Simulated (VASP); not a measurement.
# Sn (I4_1/amd) in VASP: further runs, part 3 of 3

VASP 6.6.1. The steps go on from the part before.

### Step 5. Single point, r2SCAN

This run uses another cell than the first one, of the same volume but with other edges.

File POSCAR:

```
Sn
1.0
    0.0000000000      3.1441078360      3.4585186196
    3.1441078360      0.0000000000      3.4585186196
    3.1441078360      3.1441078360      0.0000000000
Sn
2
Direct
    0.5000000000      0.5000000000      0.5000000000
    0.7500000000      0.7500000000      0.7500000000
```

File INCAR.step1:

```
PREC = Accurate ; ENCUT = 520
ISMEAR = 0 ; SIGMA = 0.15
LREAL = False ; LASPH = True
NELM = 60 ; NBANDS = 21
GGA = PE ; ALGO = Normal
EDIFF = 1E-4 ; LWAVE = True
LCHARG = False
```

File INCAR.step2:

```
PREC = Accurate ; ENCUT = 520
EDIFF = 1E-6 ; ISMEAR = 0
SIGMA = 0.15 ; LREAL = False
LASPH = True ; NELM = 60
ALGO = Normal ; ISIF = 2
LWAVE = False ; LCHARG = True
METAGGA = R2SCAN ; LMIXTAU = True
LELF = True ; LVHAR = True
NBANDS = 21 ; ISTART = 1
```

File KPOINTS:

```
regular mesh
0
Gamma
  14 14 14
```

Potentials or basis: VASP PAW PBE potentials, release 64 (Sn_d).

The run is started by

```sh
$ cat potpaw_PBE.64/Sn_d/POTCAR > POTCAR
$ cp INCAR.step1 INCAR
$ mpirun -np 1 vasp_std > vasp.out
$ cp INCAR.step2 INCAR
$ mpirun -np 1 vasp_std > vasp.out
```

OUTCAR:

```text
PREC = Accurate
   ENCUT = 520
   EDIFF = 1E-6
   ISMEAR = 0
   LREAL = False
   LASPH = True
   NELM = 60
   ISIF = 2
   METAGGA = R2SCAN
   ISTART = 1

 ion  position               nearest neighbor table
   1  0.500  0.500  0.500-   2 2.82   2 2.82   2 2.82   2 2.82
   2  0.750  0.750  0.750-   1 2.82   1 2.82   1 2.82   1 2.82

  LATTYP: Found a body centered tetragonal cell.
 ALAT       =     4.4464399432
 C/A-ratio  =     1.5556349186

  Lattice vectors:

 A1 = (  -3.1441078360,   0.0000000000,   3.4585186196)
 A2 = (   3.1441078360,   0.0000000000,   3.4585186196)
 A3 = (   0.0000000000,   3.1441078360,  -3.4585186196)

Analysis of symmetry for initial positions (statically):
=====================================================================
 Subroutine PRICEL returns:
 Original cell was already a primitive cell.

 Routine SETGRP: Setting up the symmetry group for a
 body centered tetragonal supercell.

 Subroutine GETGRP returns: Found 16 space group operations
 (whereof  8 operations were pure point group operations)
 out of a pool of 16 trial point group operations.

The static configuration has the point symmetry D_2d.
 The point group associated with its full space group is D_4h.

Analysis of symmetry for dynamics (positions and initial velocities):
=====================================================================
 Subroutine PRICEL returns:
 Original cell was already a primitive cell.

 Routine SETGRP: Setting up the symmetry group for a
 body centered tetragonal supercell.

 Subroutine GETGRP returns: Found 16 space group operations
 (whereof  8 operations were pure point group operations)
 out of a pool of 16 trial point group operations.

The dynamic configuration has the point symmetry D_2d.
 The point group associated with its full space group is D_4h.

 Subroutine INISYM returns: Found 16 space group operations
 (whereof  8 operations are pure point group operations),
 and found     1 'primitive' translations

----------------------------------------------------------------------------------------

                                     Primitive cell

  volume of cell :      68.3778

  direct lattice vectors                    reciprocal lattice vectors
     0.000000000  3.144107836  3.458518620    -0.159027624  0.159027624  0.144570568
     3.144107836  0.000000000  3.458518620     0.159027624 -0.159027624  0.144570568
     3.144107836  3.144107836  0.000000000     0.159027624  0.159027624 -0.144570568

  length of vectors
     4.674052324  4.674052324  4.446439943     0.267357849  0.267357849  0.267357849

  position of ions in fractional coordinates (direct lattice)
     0.500000000  0.500000000  0.500000000
     0.750000000  0.750000000  0.750000000

  ion indices of the primitive-cell ions
   primitive index   ion index
                 1           1
                 2           2

----------------------------------------------------------------------------------------

 KPOINTS: regular mesh

Automatic generation of k-mesh.
 Grid dimensions read from file:
 generate k-points for:   14   14   14

 Generating k-lattice:

  Cartesian coordinates                     Fractional coordinates (reciprocal lattice)
    -0.011359116  0.011359116  0.010326469     0.071428571  0.000000000  0.000000000
     0.011359116 -0.011359116  0.010326469     0.000000000  0.071428571  0.000000000
     0.011359116  0.011359116 -0.010326469     0.000000000  0.000000000  0.071428571

  Length of vectors
     0.019096989  0.019096989  0.019096989

  Shift w.r.t. Gamma in fractional coordinates (k-lattice)
     0.000000000  0.000000000  0.000000000

 Subroutine IBZKPT returns following result:
 ===========================================

 Found    244 irreducible k-points:

 Following reciprocal coordinates:
            Coordinates               Weight
  0.000000  0.000000  0.000000      1.000000
  0.071429  0.000000  0.000000      8.000000
  0.142857  0.000000  0.000000      8.000000
  0.214286 -0.000000  0.000000      8.000000
  0.285714  0.000000  0.000000      8.000000
  0.357143  0.000000  0.000000      8.000000
[... 16 lines left out ...]
  0.214286  0.142857  0.000000      8.000000
  0.285714  0.142857  0.000000      8.000000
 [... further k-points ...]
   k-points           NKPTS =    244   k-points in BZ     NKDIM =    244   number of bands    NBANDS=     21
   number of dos      NEDOS =    301   number of ions     NIONS =      2
   total plane-waves  NPLWV =  46656
   dimension x,y,z NGX =    36 NGY =   36 NGZ =   36
   dimension x,y,z NGXF=    72 NGYF=   72 NGZF=   72
   ions per type =               2
   NGX,Y,Z   is equivalent  to a cutoff of  12.80, 12.80, 13.46 a.u.
   NGXF,Y,Z  is equivalent  to a cutoff of  25.61, 25.61, 26.92 a.u.
 SYSTEM =  unknown system
   PREC   = accura    normal or accurate (medium, high low for compatibility)
   ISTART =      1    job   : 0-new  1-cont  2-samecut
   ICHARG =      0    charge: 1-file 2-atom 10-const
   ISPIN  =      1    spin polarized calculation?
   LNONCOLLINEAR =      F non collinear calculations
   LSORBIT =      F    spin-orbit coupling
   LASPH  =      T    aspherical Exc in radial PAW
   ENCUT  =  520.0 eV  38.22 Ry    6.18 a.u.   8.69  8.69  8.27*2*pi/ulx,y,z
   NELM   =     60;   NELMIN=  2; NELMDL=  0     # of ELM steps
   EDIFF  = 0.1E-05   stopping-criterion for ELM
   LREAL  =      F    real-space projection
   EDIFFG = 0.1E-04   stopping-criterion for IOM
   NSW    =      0    number of steps for IOM
   IBRION =     -1    ionic relax: 0-MD 1-quasi-New 2-CG
   NFREE  =      0    steps in history (QN), initial steepest desc. (CG)
   ISIF   =      2    stress and relaxation
   ISYM   =      2    0-nonsym 1-usesym 2-fastsym
   POTIM  = 0.5000    time-step for ionic-motion
   TEBEG  =    0.0;   TEEND  =   0.0 temperature during run
   PSTRESS=    0.0 pullay stress
   NELECT =      28.0000    total number of electrons
   NUPDOWN=      -1.0000    fix difference up-down
   EMIN   =  10.00;   EMAX   =-10.00  energy-range for DOS
   EFERMI =   0.00;   METHOD = LEGACY
   ISMEAR =     0;   SIGMA  =   0.15  broadening in eV -4-tet -1-fermi 0-gaus
   EFERMI_NEDOS =   21; number of points for ismear=-14 and -15
   IALGO  =     38    algorithm
   IMIX   =      4    mixing-type and parameters
     AMIX     =   0.40;   BMIX     =  1.00
     AMIX_MAG =   1.60;   BMIX_MAG =  1.00
  volume/ion in A,a.u.               =      34.19       230.72
  Fermi-wavevector in a.u.,A,eV,Ry     =   1.215689  2.297319 20.108049  1.477900
  Thomas-Fermi vector in A             =   2.351068
   LORBIT       =      0    0 simple, 1 ext, 2 COOP (PROOUT), +10 PAW based schemes
   METAGGA = R2SCAN    functional components
   LHFCALC =     F    Hartree Fock is set to
   AEXX    =    0.0000 exact exchange contribution
   IVDW    =     0    specifies the selected vdW correction
   LEPSILON=     F    determine dielectric tensor
   LRPA    =     F    only Hartree local field effects (RPA)
 non-spin polarized calculation
 Gauss-broadening in eV      SIGMA  =   0.15
  energy-cutoff  :      520.00
  volume of cell :       68.38
 maximum number of plane-waves:      1869
   NGX = 17   NGY = 17   NGZ = 17

 number of electron      27.9999996 magnetization

 Free energy of the ion-electron system (eV)
  ---------------------------------------------------
  ext. energy  EPLUGINS =         0.00000000
  ---------------------------------------------------
  free energy    TOTEN  =       -49.43262495 eV

  energy without entropy =      -49.43145618  energy(sigma->0) =      -49.43204056

 E-fermi :   5.6719     XC(G=0):  -9.5962

 val. band max:        5.6194040565   @ k =   0.4286  -0.0000   0.0000
 cond. band min:       5.7174397962   @ k =   0.0714   0.0000   0.0000
 fundamental gap:      0.0980357397
 Fermi energy:         5.6719456568

 k-point     1 :       0.0000    0.0000    0.0000
  band No.  band energies     occupation
      1     -16.8362      2.00000
      2     -16.8362      2.00000
      3     -16.7980      2.00000
      4     -16.7643      2.00000
      5     -16.7503      2.00000
      6     -16.4783      2.00000
[... 13 lines left out ...]
     20      12.8886      0.00000
     21      13.3922      0.00000
[... 529 lines left out ...]
 k-point    24 :       0.2857    0.1429    0.0000
  band No.  band energies     occupation
      1     -16.8684      2.00000
      2     -16.8654      2.00000
      3     -16.8255      2.00000
      4     -16.7123      2.00000
      5     -16.6623      2.00000
      6     -16.5717      2.00000
[... 13 lines left out ...]
     20      13.3146      0.00000
     21      14.1920      0.00000

 [... further k-points ...]

------------------------ aborting loop because EDIFF is reached ----------------------------------------

  FORCE on cell =-STRESS in cart. coord.  units (eV):
  Direction    XX          YY          ZZ          XY          YZ          ZX
  --------------------------------------------------------------------------------------
  -------------------------------------------------------------------------------------
  Total        1.2101988      1.2101988     -0.4652646      0.0000000      0.0000000      0.0000000
  in kB       28.3564811     28.3564811    -10.9017350      0.0000000      0.0000000      0.0000000
  external PRESSURE =      15.2704090 kB  Pullay stress =       0.0000000 kB

 VOLUME and BASIS-vectors are now :
 -----------------------------------------------------------------------------
  energy-cutoff  :      520.00
  volume of cell :       68.38
      direct lattice vectors                 reciprocal lattice vectors
     0.000000000  3.144107836  3.458518620    -0.159027624  0.159027624  0.144570568
     3.144107836  0.000000000  3.458518620     0.159027624 -0.159027624  0.144570568
     3.144107836  3.144107836  0.000000000     0.159027624  0.159027624 -0.144570568

 POSITION                                       TOTAL-FORCE (eV/Angst)
 -----------------------------------------------------------------------------------
      3.14411      3.14411      3.45852        -0.000000     -0.000000      0.000000
      4.71616      4.71616      5.18778         0.000000      0.000000     -0.000000
 -----------------------------------------------------------------------------------
    total drift:                                0.000000      0.000000      0.000000

  FREE ENERGIE OF THE ION-ELECTRON SYSTEM (eV)
  ---------------------------------------------------
  free  energy   TOTEN  =       -49.4326249465 eV

  energy  without entropy=      -49.4314561834  energy(sigma->0) =      -49.43204056
```

OUTCAR.step1:

```text
PREC = Accurate
   ENCUT = 520
   ISMEAR = 0
   LREAL = False
   LASPH = True
[... 800 lines left out ...]
      3.14411      3.14411      3.45852        -0.000000     -0.000000      0.000000
      4.71616      4.71616      5.18778         0.000000      0.000000      0.000000
 -----------------------------------------------------------------------------------
    total drift:                                0.000000      0.000000      0.000000

  FREE ENERGIE OF THE ION-ELECTRON SYSTEM (eV)
  ---------------------------------------------------
  free  energy   TOTEN  =        -7.6030088582 eV

  energy  without entropy=       -7.6017063378  energy(sigma->0) =       -7.60235760
```

OSZICAR.step1:

```text
N       E                     dE             d eps       ncg     rms          rms(c)
DAV:   1     0.230972127090E+03    0.23097E+03   -0.14841E+04 10343   0.195E+03
DAV:   2     0.175565932215E+02   -0.21342E+03   -0.20890E+03 10303   0.449E+02
DAV:   3    -0.685764651899E+01   -0.24414E+02   -0.24284E+02 11943   0.140E+02
DAV:   4    -0.763689145786E+01   -0.77924E+00   -0.77897E+00 11691   0.284E+01
DAV:   5    -0.766359525780E+01   -0.26704E-01   -0.26703E-01 14847   0.512E+00    0.318E+00
DAV:   6    -0.762111277006E+01    0.42482E-01   -0.28162E-02 13934   0.201E+00    0.186E+00
DAV:   7    -0.760088309172E+01    0.20230E-01   -0.45130E-02 11325   0.222E+00    0.160E-01
DAV:   8    -0.760265515735E+01   -0.17721E-02   -0.62617E-03 11798   0.905E-01    0.497E-02
DAV:   9    -0.760298254630E+01   -0.32739E-03   -0.41215E-04  9476   0.164E-01    0.136E-02
DAV:  10    -0.760300885821E+01   -0.26312E-04   -0.52399E-05  9692   0.591E-02
   1 F= -.76030089E+01 E0= -.76023576E+01  d E =-.130252E-02
```

It took 6.7 min on 1 thread of Intel Xeon 6975P-C (Granite Rapids), shared host; peak memory 0.41 GiB.

Results:

* Free energy: -49.4326 eV
* Pressure: 1.5 GPa
* Band gap on the k mesh: zero (band 14 reaches 5.82 eV, above the bottom of band 15 at 5.58 eV)

Levels at points of the mesh, in eV from the Fermi level:
```csv
k point,band 11,band 12,band 13,band 14,band 15,band 16,band 17,band 18
"(0.00, 0.00, 0.00)",-11.21,-0.59,-0.54,0.15,0.15,2.02,2.02,2.44
"(0.50, 0.00, 0.00)",-9.49,-6.68,-1.73,-0.98,-0.09,3.21,3.49,5.93
"(0.50, 0.50, 0.00)",-8.19,-8.19,-2.39,-2.39,1.28,1.28,7.94,7.94
"(0.50, 0.00, 0.50)",-7.81,-7.81,-2.92,-2.92,0.62,0.62,7.66,7.66
```

Caveat: the PAW data sets were made with another functional, which shifts forces and pressure a little; spin-orbit coupling is left out, which moves the levels of the heavy elements.

### Step 6. Single point, r2SCAN

This run uses another cell than the first one, of the same volume but with other edges.

File POSCAR:

```
Sn
1.0
    0.0000000000      3.7467715091      2.4354014809
    3.7467715091      0.0000000000      2.4354014809
    3.7467715091      3.7467715091      0.0000000000
Sn
2
Direct
    0.5000000000      0.5000000000      0.5000000000
    0.7500000000      0.7500000000      0.7500000000
```

File INCAR.step1:

```
PREC = Accurate ; ENCUT = 520
ISMEAR = 0 ; SIGMA = 0.15
LREAL = F ; LASPH = T
NELM = 100 ; NBANDS = 21
GGA = PE ; ALGO = Normal
EDIFF = 1E-4 ; LWAVE = T
LCHARG = F
```

File INCAR.step2:

```
PREC = Accurate ; ENCUT = 520
EDIFF = 1E-6 ; ISMEAR = 0
SIGMA = 0.15 ; LREAL = F
LASPH = T ; NELM = 100
ALGO = Normal ; ISIF = 2
LWAVE = F ; LCHARG = F
METAGGA = R2SCAN ; LMIXTAU = T
NBANDS = 21 ; ISTART = 1
```

File KPOINTS:

```
Automatic mesh
0
Gamma
  14 14 14
```

Potentials or basis: VASP PAW PBE potentials, release 64 (Sn_d).

The run is started by

```sh
$ cat potpaw_PBE.64/Sn_d/POTCAR > POTCAR
$ cp INCAR.step1 INCAR
$ mpirun -np 1 vasp_std > vasp.out
$ cp INCAR.step2 INCAR
$ mpirun -np 1 vasp_std > vasp.out
```

It took 12 min on 1 thread of Intel Xeon Platinum 8375C at 2.90GHz (Ice Lake), shared host; peak memory 0.42 GiB.

Results (log left out):

```
Free energy            : -49.0519 eV
Pressure               : -1.2 GPa
Band gap on the k mesh : zero (band 14 reaches 6.27 eV, above the bottom of band 15 at 4.35 eV)
```

Stress tensor (GPa, compression positive):
```
-2.48  0.00  0.00
 0.00 -2.48  0.00
 0.00  0.00  1.49
```

Levels at points of the mesh, in eV from the Fermi level:
```tsv
k point	band 10	band 11	band 12	band 13	band 14	band 15	band 16	band 17	band 18	band 19
(0.00, 0.00, 0.00)	-21.72	-10.60	-1.09	-0.51	-0.51	1.71	2.06	3.93	3.93	5.64
(0.50, 0.00, 0.00)	-21.76	-8.75	-6.17	-1.91	-0.87	-0.22	2.78	4.12	6.55	8.52
(0.50, 0.50, 0.00)	-21.91	-6.65	-6.65	-3.52	-3.52	0.22	0.22	8.51	8.51	9.71
(0.50, 0.00, 0.50)	-21.78	-7.89	-7.89	-0.95	-0.95	2.42	2.42	5.18	5.18	6.73
```

Caveat: the PAW data sets were made with another functional, which shifts forces and pressure a little; spin-orbit coupling is left out, which moves the levels of the heavy elements.

### Step 7. The runs side by side

| cell | gap on the mesh (eV) | pressure (GPa) |
| --- | --- | --- |
| a = 4.497, b = 4.497, c = 4.845 Å, angles 57.4, 57.4, 65.2°, 2 atoms | none | 1.3 |
| a = 4.771, b = 4.771, c = 4.319 Å, angles 63.1, 63.1, 53.8°, 2 atoms | none | 1.5 |
| a = 4.534, b = 4.534, c = 4.719 Å, angles 58.6, 58.6, 62.7°, 2 atoms | - | 1.5 |
| a = 4.674, b = 4.674, c = 4.446 Å, angles 61.6, 61.6, 56.8°, 2 atoms | none | 1.5 |
| a = 4.469, b = 4.469, c = 5.299 Å, angles 53.6, 53.6, 72.7°, 2 atoms | none | -1.2 |

Alike in all rows: task single point; level r2SCAN; potentials or basis VASP PAW PBE potentials, release 64 (Sn_d); no spin polarisation; k mesh 14 × 14 × 14; cutoff (eV) 520; smearing gaussian 0.15 eV.

Caveats: the PAW data sets were made with another functional, which shifts forces and pressure a little; spin-orbit coupling is left out, which moves the levels of the heavy elements.

Total energies depend on the potentials used, so only differences within one code and one set of settings carry meaning.
